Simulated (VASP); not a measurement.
# NbP (I4_1md) in VASP: a series of runs, part 2 of 2

VASP 6.6.1. Earlier steps stand in the parts before.

## 5. Single point, LDA

This run uses another cell than the first one, of 16.43 Å³/atom.

Contents of INCAR:

```
SYSTEM = NbP
PREC = Accurate
ENCUT = 520
EDIFF = 1E-7
ISMEAR = -1
SIGMA = 0.05
LREAL = .False.
LASPH = .True.
NELM = 60
ALGO = Normal
ISIF = 2
LWAVE = .False.
LCHARG = .False.
GGA = CA
NBANDS = 26
```

Contents of KPOINTS:

```
Automatic mesh
0
Gamma
  11 11 11
  0 0 0
```

Contents of POSCAR:

```
NbP
1.0
   -1.6860157846      1.6860157846      5.7781232452
    1.6860157846     -1.6860157846      5.7781232452
    1.6860157846      1.6860157846     -5.7781232452
Nb P
2 2
Direct
    0.2498808000      0.7498808000      0.5000000000
    0.4998808000      0.4998808000      0.0000000000
    0.8327477700      0.3327477700      0.5000000000
    0.0827477700      0.0827477700      0.0000000000
```

Potentials or basis: VASP PAW LDA potentials, release 64 (Nb_sv, P).

On the command line:

```bash
$ cat potpaw_LDA.64/Nb_sv/POTCAR potpaw_LDA.64/P/POTCAR > POTCAR
$ mpirun -np 1 vasp_std > vasp.out
```

OUTCAR:

```text
SYSTEM = NbP
   PREC = Accurate
   ENCUT = 520
   EDIFF = 1E-7
   ISMEAR = -1
   LREAL = .False.
   LASPH = .True.
   NELM = 60
   ISIF = 2
   GGA = CA

 ion  position               nearest neighbor table
   1  0.250  0.750  0.500-   4 2.56   4 2.56   3 2.57   3 2.57   3 2.57   3 2.57
   2  0.500  0.500  0.000-   3 2.56   3 2.56   4 2.57   4 2.57   4 2.57   4 2.57
   3  0.833  0.333  0.500-   2 2.56   2 2.56   1 2.57   1 2.57   1 2.57   1 2.57
   4  0.083  0.083  0.000-   1 2.56   1 2.56   2 2.57   2 2.57   2 2.57   2 2.57

  LATTYP: Found a body centered tetragonal cell.
 ALAT       =     3.3720315692
 C/A-ratio  =     3.4270872776

  Lattice vectors:

 A1 = (  -1.6860157846,   1.6860157846,   5.7781232452)
 A2 = (   1.6860157846,  -1.6860157846,   5.7781232452)
 A3 = (   1.6860157846,   1.6860157846,  -5.7781232452)

Analysis of symmetry for initial positions (statically):
=====================================================================
 Subroutine PRICEL returns:
 Original cell was already a primitive cell.

 Routine SETGRP: Setting up the symmetry group for a
 body centered tetragonal supercell.

 Subroutine GETGRP returns: Found  8 space group operations
[... 165 lines left out ...]
  ---------------------------------------------------
  free energy    TOTEN  =       -38.84974079 eV

  energy without entropy =      -38.84392709  energy(sigma->0) =      -38.84683394

 E-fermi :  10.1449     XC(G=0): -12.0572

 val. band max:       10.1359585538   @ k =  -0.1818  -0.4545   0.1818
 cond. band min:      10.1678822437   @ k =  -0.0909  -0.4545   0.0909
 fundamental gap:      0.0319236899
 Fermi energy:        10.1448757356

 k-point     1 :       0.0000    0.0000    0.0000
  band No.  band energies     occupation
      1     -44.5208      2.00000
      2     -44.4863      2.00000
      3     -20.9276      2.00000
      4     -20.7503      2.00000
      5     -20.7503      2.00000
      6     -20.6068      2.00000
[... 685 lines left out ...]
     25      14.1822      0.00000
     26      15.3832      0.00000

 [... further k-points ...]
[... 5 lines left out ...]
  --------------------------------------------------------------------------------------
  -------------------------------------------------------------------------------------
  Total       -5.3100622     -5.3100622     -5.0129391      0.0000000      0.0000000      0.0000000
  in kB     -129.4911615   -129.4911615   -122.2455190      0.0000000      0.0000000      0.0000000
  external PRESSURE =    -127.0759473 kB  Pullay stress =       0.0000000 kB

 VOLUME and BASIS-vectors are now :
 -----------------------------------------------------------------------------
  energy-cutoff  :      520.00
  volume of cell :       65.70
      direct lattice vectors                 reciprocal lattice vectors
    -1.686015785  1.686015785  5.778123245     0.000000000  0.296557129  0.086533288
     1.686015785 -1.686015785  5.778123245     0.296557129  0.000000000  0.086533288
     1.686015785  1.686015785 -5.778123245     0.296557129  0.296557129  0.000000000

 POSITION                                       TOTAL-FORCE (eV/Angst)
 -----------------------------------------------------------------------------------
      1.68602      0.00000      2.88768         0.000000     -0.000000      0.008572
      0.00000      0.00000      5.77675        -0.000000      0.000000      0.008572
      0.00000      1.68602      3.84532         0.000000     -0.000000     -0.008572
      0.00000      0.00000      0.95625        -0.000000      0.000000     -0.008572
 -----------------------------------------------------------------------------------
    total drift:                               -0.000000     -0.000000     -0.000007

  FREE ENERGIE OF THE ION-ELECTRON SYSTEM (eV)
  ---------------------------------------------------
  free  energy   TOTEN  =       -38.8497407888 eV

  energy  without entropy=      -38.8439270870  energy(sigma->0) =      -38.84683394
```

OSZICAR:

```text
N       E                     dE             d eps       ncg     rms          rms(c)
DAV:   1     0.365798734838E+03    0.36580E+03   -0.18702E+04  6560   0.138E+03
DAV:   2    -0.102035203162E+02   -0.37600E+03   -0.36482E+03  8324   0.546E+02
DAV:   3    -0.395017964599E+02   -0.29298E+02   -0.28896E+02 12232   0.117E+02
DAV:   4    -0.412188775964E+02   -0.17171E+01   -0.17071E+01 10536   0.215E+01
DAV:   5    -0.413085065537E+02   -0.89629E-01   -0.89575E-01 11616   0.532E+00    0.125E+01
DAV:   6    -0.388836022966E+02    0.24249E+01   -0.86094E+00 10480   0.211E+01    0.460E+00
DAV:   7    -0.388645401878E+02    0.19062E-01   -0.63911E-01 10592   0.481E+00    0.292E+00
DAV:   8    -0.388499141313E+02    0.14626E-01   -0.97243E-02 10212   0.178E+00    0.484E-01
DAV:   9    -0.388496798374E+02    0.23429E-03   -0.77876E-03 11168   0.553E-01    0.288E-01
DAV:  10    -0.388497531824E+02   -0.73345E-04   -0.18697E-03  9176   0.386E-01    0.494E-02
DAV:  11    -0.388497418121E+02    0.11370E-04   -0.13056E-04 10504   0.103E-01    0.175E-02
DAV:  12    -0.388497407980E+02    0.10141E-05   -0.65762E-06 10108   0.270E-02    0.858E-03
DAV:  13    -0.388497407888E+02    0.91686E-08   -0.23901E-07  8048   0.487E-03
   1 F= -.38849741E+02 E0= -.38846834E+02  d E =-.581370E-02
```

Wall time 8.4 min (1 thread of Intel Xeon Platinum 8488C (Sapphire Rapids), shared host); peak memory 0.37 GiB.

Results:

```
Free energy            : -38.8497 eV
Pressure               : -12.7 GPa
Largest force          : 0.009 eV/Å
Band gap on the k mesh : zero (filled and empty bands overlap)
```

Forces in eV/Å, atoms in the order of the input:
```
Nb   0.000  0.000  0.009
Nb   0.000  0.000  0.009
P    0.000  0.000 -0.009
P    0.000  0.000 -0.009
```

Caveat: the cell stands under tension.

## 6. Summary

| cell | gap on the mesh (eV) | pressure (GPa) | largest force (eV/Å) |
| --- | --- | --- | --- |
| a = 6.083 Å, angles 148.7, 148.7, 44.8°, 4 atoms | none | 2.7 | 0.04 |
| a = 6.126 Å, angles 148.7, 148.7, 44.8°, 4 atoms | none | -1.8 | 0.03 |
| a = 6.168 Å, angles 148.7, 148.7, 44.8°, 4 atoms | none | -5.9 | 0.02 |
| a = 6.251 Å, angles 148.7, 148.7, 44.8°, 4 atoms | none | -12.7 | 0.01 |

Alike in all rows: task single point; level LDA; potentials or basis VASP PAW LDA potentials, release 64 (Nb_sv, P); no spin polarisation; k mesh 11 × 11 × 11; cutoff (eV) 520; smearing fermi-dirac 0.05 eV.

Caveats: the cell stands under tension (at least some runs).

Absolute energies hang on the potentials; compare differences alone.

The gap in the log of VASP goes by the Fermi energy; the results here count the filled bands.